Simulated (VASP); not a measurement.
# Ca3AsP (Pm-3m) in VASP: further runs, part 2 of 2

VASP 6.6.1.

### Step 4. Single point, RPBE

Contents of INCAR:

```
SYSTEM = Ca3AsP
ALGO = Normal
EDIFF = 1E-6
ENCUT = 500
GGA = RP
GGA_COMPAT = .FALSE.
ISIF = 2
ISMEAR = 0
ISYM = 0
LASPH = .TRUE.
LCHARG = .FALSE.
LREAL = .FALSE.
LWAVE = .FALSE.
NBANDS = 28
NELM = 120
PREC = Accurate
SIGMA = 0.1
```

Contents of KPOINTS:

```
Automatic mesh
0
Gamma
  1 4 1
  0.5 0.5 0
```

Contents of POSCAR:

```
Ca3AsP
1.0
    5.3338990000      0.0000000000      0.0000000000
    0.0000000000      5.3338990000      0.0000000000
    0.0000000000      0.0000000000      5.3338990000
Ca P As
3 1 1
Direct
    0.0000000000      0.5000000000      0.5000000000
    0.5000000000      0.0000000000      0.5000000000
    0.5000000000      0.5000000000      0.0000000000
    0.5000000000      0.5000000000      0.5000000000
    0.0000000000      0.0000000000      0.0000000000
```

Potentials or basis: VASP PAW PBE potentials, release 64 (Ca_sv, P, As).

Started as:

```bash
> cat potpaw_PBE.64/Ca_sv/POTCAR potpaw_PBE.64/P/POTCAR potpaw_PBE.64/As/POTCAR > POTCAR
> mpirun -np 1 vasp_std > vasp.out
```

OUTCAR:

```text
SYSTEM = Ca3AsP
   EDIFF = 1E-6
   ENCUT = 500
   GGA = RP
   ISIF = 2
   ISMEAR = 0
   ISYM = 0
   LASPH = .TRUE.
   LREAL = .FALSE.
   NELM = 120
   PREC = Accurate

 ion  position               nearest neighbor table
   1  0.000  0.500  0.500-   4 2.67   4 2.67
   2  0.500  0.000  0.500-   4 2.67   4 2.67
   3  0.500  0.500  0.000-   4 2.67   4 2.67
   4  0.500  0.500  0.500-   1 2.67   2 2.67   3 2.67   3 2.67   2 2.67   1 2.67
   5  0.000  0.000  0.000-

IMPORTANT INFORMATION: All symmetrisations will be switched off!
NOSYMM: (Re-)initialisation of all symmetry stuff for point group C_1.

----------------------------------------------------------------------------------------

                                     Primitive cell

  volume of cell :     151.7520

  direct lattice vectors                    reciprocal lattice vectors
     5.333899000  0.000000000  0.000000000     0.187480115  0.000000000  0.000000000
     0.000000000  5.333899000  0.000000000     0.000000000  0.187480115  0.000000000
     0.000000000  0.000000000  5.333899000     0.000000000  0.000000000  0.187480115

  length of vectors
     5.333899000  5.333899000  5.333899000     0.187480115  0.187480115  0.187480115

  position of ions in fractional coordinates (direct lattice)
     0.000000000  0.500000000  0.500000000
     0.500000000  0.000000000  0.500000000
     0.500000000  0.500000000  0.000000000
     0.500000000  0.500000000  0.500000000
     0.000000000  0.000000000  0.000000000

  ion indices of the primitive-cell ions
   primitive index   ion index
                 1           1
                 2           2
                 3           3
                 4           4
                 5           5

----------------------------------------------------------------------------------------

 KPOINTS: Automatic mesh

Automatic generation of k-mesh.
 Grid dimensions read from file:
 generate k-points for:    1    4    1

 Generating k-lattice:

  Cartesian coordinates                     Fractional coordinates (reciprocal lattice)
     0.187480115  0.000000000  0.000000000     1.000000000  0.000000000  0.000000000
     0.000000000  0.046870029  0.000000000     0.000000000  0.250000000  0.000000000
     0.000000000  0.000000000  0.187480115     0.000000000  0.000000000  1.000000000

  Length of vectors
     0.187480115  0.046870029  0.187480115

  Shift w.r.t. Gamma in fractional coordinates (k-lattice)
     0.500000000  0.500000000  0.000000000

 -----------------------------------------------------------------------------
|                                                                             |
|           W    W    AA    RRRRR   N    N  II  N    N   GGGG   !!!           |
|           W    W   A  A   R    R  NN   N  II  NN   N  G    G  !!!           |
|           W    W  A    A  R    R  N N  N  II  N N  N  G       !!!           |
|           W WW W  AAAAAA  RRRRR   N  N N  II  N  N N  G  GGG   !            |
|           WW  WW  A    A  R   R   N   NN  II  N   NN  G    G                |
|           W    W  A    A  R    R  N    N  II  N    N   GGGG   !!!           |
|                                                                             |
|     Your reciprocal lattice and k-lattice belong to different lattice       |
|     classes:                                                                |
|                                                                             |
|        The reciprocal lattice is simple cubic,                              |
|        whereas your k-lattice is simple tetragonal.                         |
|                                                                             |
|     Results are often still useful ...                                      |
|                                                                             |
 -----------------------------------------------------------------------------

 WARNING: IBZKPT: internal override: KBLOWUP is changed to .FALSE.
      ... skipping the blow-up phase ...

 Subroutine IBZKPT returns following result:
 ===========================================

 Found      2 irreducible k-points:

 Following reciprocal coordinates:
            Coordinates               Weight
  0.500000  0.125000  0.000000      2.000000
  0.500000  0.375000  0.000000      2.000000
   k-points           NKPTS =      2   k-points in BZ     NKDIM =      2   number of bands    NBANDS=     28
   number of dos      NEDOS =    301   number of ions     NIONS =      5
   total plane-waves  NPLWV =  64000
   dimension x,y,z NGX =    40 NGY =   40 NGZ =   40
   dimension x,y,z NGXF=    80 NGYF=   80 NGZF=   80
   ions per type =               3   1   1
   NGX,Y,Z   is equivalent  to a cutoff of  12.47, 12.47, 12.47 a.u.
   NGXF,Y,Z  is equivalent  to a cutoff of  24.93, 24.93, 24.93 a.u.
 SYSTEM =  Ca3AsP
   PREC   = accura    normal or accurate (medium, high low for compatibility)
   ISTART =      0    job   : 0-new  1-cont  2-samecut
   ICHARG =      2    charge: 1-file 2-atom 10-const
   ISPIN  =      1    spin polarized calculation?
   LNONCOLLINEAR =      F non collinear calculations
   LSORBIT =      F    spin-orbit coupling
   LASPH  =      T    aspherical Exc in radial PAW
   ENCUT  =  500.0 eV  36.75 Ry    6.06 a.u.   9.72  9.72  9.72*2*pi/ulx,y,z
   NELM   =    120;   NELMIN=  2; NELMDL= -5     # of ELM steps
   EDIFF  = 0.1E-05   stopping-criterion for ELM
   LREAL  =      F    real-space projection
   EDIFFG = 0.1E-04   stopping-criterion for IOM
   NSW    =      0    number of steps for IOM
   IBRION =     -1    ionic relax: 0-MD 1-quasi-New 2-CG
   NFREE  =      0    steps in history (QN), initial steepest desc. (CG)
   ISIF   =      2    stress and relaxation
   ISYM   =      0    0-nonsym 1-usesym 2-fastsym
   POTIM  = 0.5000    time-step for ionic-motion
   TEBEG  =    0.0;   TEEND  =   0.0 temperature during run
   PSTRESS=    0.0 pullay stress
   NELECT =      40.0000    total number of electrons
   NUPDOWN=      -1.0000    fix difference up-down
   EMIN   =  10.00;   EMAX   =-10.00  energy-range for DOS
   EFERMI =   0.00;   METHOD = LEGACY
   ISMEAR =     0;   SIGMA  =   0.10  broadening in eV -4-tet -1-fermi 0-gaus
   EFERMI_NEDOS =   21; number of points for ismear=-14 and -15
   IALGO  =     38    algorithm
   IMIX   =      4    mixing-type and parameters
     AMIX     =   0.40;   BMIX     =  1.00
     AMIX_MAG =   1.60;   BMIX_MAG =  1.00
  volume/ion in A,a.u.               =      30.35       204.81
  Fermi-wavevector in a.u.,A,eV,Ry     =   1.049663  1.983576 14.990806  1.101793
  Thomas-Fermi vector in A             =   2.184635
   LORBIT       =      0    0 simple, 1 ext, 2 COOP (PROOUT), +10 PAW based schemes
   GGA     = RP    functional components
   LHFCALC =     F    Hartree Fock is set to
   AEXX    =    0.0000 exact exchange contribution
   IVDW    =     0    specifies the selected vdW correction
   LEPSILON=     F    determine dielectric tensor
   LRPA    =     F    only Hartree local field effects (RPA)
 non-spin polarized calculation
 Gauss-broadening in eV      SIGMA  =   0.10
  energy-cutoff  :      500.00
  volume of cell :      151.75
 maximum number of plane-waves:      3862
 NGX is ok and might be reduce to    40
   NGX = 19   NGY = 19   NGZ = 19

 number of electron      39.9999982 magnetization

 Free energy of the ion-electron system (eV)
  ---------------------------------------------------
  ext. energy  EPLUGINS =         0.00000000
  ---------------------------------------------------
  free energy    TOTEN  =       -18.98753969 eV

  energy without entropy =      -18.98753969  energy(sigma->0) =      -18.98753969

 E-fermi :   2.4997     XC(G=0):  -8.2343

 val. band max:        1.9759425469   @ k =   0.5000   0.3750   0.0000
 cond. band min:       4.1586882094   @ k =   0.5000   0.1250   0.0000
 fundamental gap:      2.1827456625
 Fermi energy:         2.4996979363

 k-point     1 :       0.5000    0.1250    0.0000
  band No.  band energies     occupation
      1     -39.2081      2.00000
      2     -38.2190      2.00000
      3     -37.9988      2.00000
      4     -20.1848      2.00000
      5     -20.1466      2.00000
      6     -20.1351      2.00000
[... 20 lines left out ...]
     27       6.0783      0.00000
     28       6.3846      0.00000

 k-point     2 :       0.5000    0.3750    0.0000
  band No.  band energies     occupation
      1     -39.2081      2.00000
      2     -38.2190      2.00000
      3     -37.9988      2.00000
      4     -20.1845      2.00000
      5     -20.1461      2.00000
      6     -20.1333      2.00000
[... 20 lines left out ...]
     27       6.1578      0.00000
     28       6.3015      0.00000

------------------------ aborting loop because EDIFF is reached ----------------------------------------

  FORCE on cell =-STRESS in cart. coord.  units (eV):
  Direction    XX          YY          ZZ          XY          YZ          ZX
  --------------------------------------------------------------------------------------
  -------------------------------------------------------------------------------------
  Total       -8.3222346      0.4489006     10.1092560      0.0000037      0.0000018     -0.0000117
  in kB      -87.8650530      4.7394328    106.7321887      0.0000393      0.0000186     -0.0001233
  external PRESSURE =       7.8688562 kB  Pullay stress =       0.0000000 kB

 VOLUME and BASIS-vectors are now :
 -----------------------------------------------------------------------------
  energy-cutoff  :      500.00
  volume of cell :      151.75
      direct lattice vectors                 reciprocal lattice vectors
     5.333899000  0.000000000  0.000000000     0.187480115  0.000000000  0.000000000
     0.000000000  5.333899000  0.000000000     0.000000000  0.187480115  0.000000000
     0.000000000  0.000000000  5.333899000     0.000000000  0.000000000  0.187480115

 POSITION                                       TOTAL-FORCE (eV/Angst)
 -----------------------------------------------------------------------------------
      0.00000      2.66695      2.66695         0.000011     -0.000004      0.000002
      2.66695      0.00000      2.66695        -0.000000      0.000011      0.000001
      2.66695      2.66695      0.00000        -0.000005     -0.000003      0.000000
      2.66695      2.66695      2.66695        -0.000008     -0.000005     -0.000003
      0.00000      0.00000      0.00000         0.000002      0.000000      0.000000
 -----------------------------------------------------------------------------------
    total drift:                                0.000007     -0.000013     -0.000007

  FREE ENERGIE OF THE ION-ELECTRON SYSTEM (eV)
  ---------------------------------------------------
  free  energy   TOTEN  =       -18.9875396941 eV

  energy  without entropy=      -18.9875396941  energy(sigma->0) =      -18.98753969
```

Wall time 16 s (1 thread of Intel Xeon Platinum 8375C at 2.90GHz (Ice Lake), shared host); peak memory 0.23 GiB.

The run converged, but its numbers aren't listed here, since they failed a check.

Caveat: the k points lie up to 1.18 Å⁻¹ apart, too coarse for converged energies, forces and pressures; the PAW data sets were made with another functional, which shifts forces and pressure a little; a shifted mesh leaves out Γ, where band edges can lie.

### Step 5. Single point, PBE

This run uses another cell than the first one, of 28.47 Å³/atom.

Contents of INCAR:

```
  PREC = Accurate
  ENCUT = 500
  EDIFF = 1E-6
  ISMEAR = 0
  SIGMA = 0.1
  LREAL = F
  LASPH = T
  NELM = 120
  ALGO = Normal
  ISIF = 2
  LWAVE = F
  LCHARG = F
  GGA = PE
  NBANDS = 28
  GGA_COMPAT = F
```

Contents of KPOINTS:

```
regular mesh
0
Gamma
  2 2 2
```

Changes to POSCAR since step 4:

```diff
@@ -2,5 +2,5 @@
 1.0
-    5.3338990000      0.0000000000      0.0000000000
-    0.0000000000      5.3338990000      0.0000000000
-    0.0000000000      0.0000000000      5.3338990000
+    5.2213050512      0.0000000000      0.0000000000
+    0.0000000000      5.2213050512      0.0000000000
+    0.0000000000      0.0000000000      5.2213050512
 Ca P As
```

Started as:

```bash
> cat potpaw_PBE.64/Ca_sv/POTCAR potpaw_PBE.64/P/POTCAR potpaw_PBE.64/As/POTCAR > POTCAR
> mpirun -np 1 vasp_std > vasp.out
```

Wall time 16 s (1 thread of Intel Xeon Platinum 8375C at 2.90GHz (Ice Lake), shared host); peak memory 0.24 GiB.

Results (log left out):

```
Free energy            : -19.4380 eV
Pressure               : 3.7 GPa
Band gap on the k mesh : 0.25 eV
```

Levels at points of the mesh, in eV from the valence-band top:
| k point | band 16 | band 17 | band 18 | band 19 | band 20 | band 21 | band 22 | band 23 | band 24 | band 25 |
| --- | --- | --- | --- | --- | --- | --- | --- | --- | --- | --- |
| (0.00, 0.00, 0.00) | -1.79 | -1.79 | 0.00 | 0.00 | 0.00 | 0.25 | 0.75 | 0.75 | 0.87 | 0.87 |
| (0.50, 0.00, 0.00) | -2.25 | -1.77 | -1.77 | -0.94 | -0.94 | 1.16 | 1.50 | 1.67 | 2.57 | 2.57 |
| (0.50, 0.50, 0.00) | -3.53 | -2.00 | -1.28 | -1.28 | -0.91 | 1.76 | 1.76 | 1.99 | 2.14 | 2.77 |
| (0.50, 0.50, 0.50) | -3.42 | -3.42 | -1.53 | -1.53 | -1.53 | 2.10 | 2.10 | 2.10 | 2.44 | 2.90 |

Caveat: the k points lie up to 0.60 Å⁻¹ apart; semilocal functionals underestimate gaps, and a narrow one can read as zero.

### Step 6. Single point, PBE

Contents of INCAR:

```
SYSTEM = Ca3AsP
PREC     = Accurate       ! precision mode
ENCUT    = 500            ! plane-wave cutoff, eV
EDIFF    = 1E-6           ! SCF threshold, eV
ISMEAR   = 0              ! smearing method
SIGMA    = 0.1            ! smearing width, eV
LREAL    = .False.        ! projectors in reciprocal space
LASPH    = .True.         ! aspherical terms in the spheres
NELM     = 120            ! most SCF steps
ALGO     = Normal         ! electronic algorithm
ISIF     = 2              ! what is computed and relaxed
LWAVE    = .False.        ! write WAVECAR
LCHARG   = .True.         ! write CHGCAR
GGA      = PE             ! functional
LELF     = .True.         ! ELF
LVHAR    = .True.       
NBANDS   = 28             ! bands
GGA_COMPAT= .False.
```

Contents of KPOINTS:

```
regular mesh
0
Gamma
  2 2 2
  0 0 0
```

Changes to POSCAR since step 5:

```diff
@@ -2,5 +2,5 @@
 1.0
-    5.2213050512      0.0000000000      0.0000000000
-    0.0000000000      5.2213050512      0.0000000000
-    0.0000000000      0.0000000000      5.2213050512
+    5.3338990000      0.0000000000      0.0000000000
+    0.0000000000      5.3338990000      0.0000000000
+    0.0000000000      0.0000000000      5.3338990000
 Ca P As
```

Potentials or basis: VASP PAW PBE potentials, release 64 (Ca_sv, P, As).

Started as:

```bash
> cat potpaw_PBE.64/Ca_sv/POTCAR potpaw_PBE.64/P/POTCAR potpaw_PBE.64/As/POTCAR > POTCAR
> mpirun -np 1 vasp_std > vasp.out
```

Run time: 22 s. Hardware: 1 thread of Intel Xeon Platinum 8375C at 2.90GHz (Ice Lake), shared host; peak memory 0.24 GiB.

It converged, with:

```yaml
Free_energy: -19.5683 eV
Pressure: 0.8 GPa
Band_gap_on_the_k_mesh: 0.12 eV
```

Levels at points of the mesh, in eV from the valence-band top:
```tsv
k point	band 17	band 18	band 19	band 20	band 21	band 22	band 23	band 24
(0.00, 0.00, 0.00)	-1.79	0.00	0.00	0.00	0.12	0.81	0.81	0.98
(0.50, 0.00, 0.00)	-1.77	-1.77	-0.82	-0.82	1.25	1.42	1.70	2.54
(0.50, 0.50, 0.00)	-1.97	-1.16	-1.16	-0.78	1.78	1.78	1.86	2.05
(0.50, 0.50, 0.50)	-3.28	-1.40	-1.40	-1.40	2.08	2.08	2.08	2.35
```

Caveat: the k points lie up to 0.59 Å⁻¹ apart; semilocal functionals underestimate gaps, and a narrow one can read as zero.

### Step 7. Overview

| level | cell | k mesh | cutoff (eV) | smearing | gap on the mesh (eV) | pressure (GPa) |
| --- | --- | --- | --- | --- | --- | --- |
| RPBE | a = 5.334 Å, 5 atoms | 1 × 1 × 1, shifted | 500 | fermi-dirac 0.1 eV | - | -1.6 |
| r2SCAN | a = 5.334 Å, 5 atoms | 1 × 1 × 1 | 550 | gaussian 0.1 eV | - | 16.4 |
| PBE | a = 5.221 Å, 5 atoms | 2 × 2 × 2 | 500 | gaussian 0.1 eV | 0.25 | 3.7 |
| PBE | a = 5.334 Å, 5 atoms | 2 × 2 × 2 | 500 | gaussian 0.1 eV | 0.12 | 0.8 |

Alike in all rows: task single point; potentials or basis VASP PAW PBE potentials, release 64 (Ca_sv, P, As); no spin polarisation.

Caveats: all runs use coarse meshes; the PAW data sets were made with another functional, which shifts forces and pressure a little (at least some runs); semilocal functionals underestimate gaps, and a narrow one can read as zero (at least some runs).

Absolute energies hang on the potentials; compare differences alone.
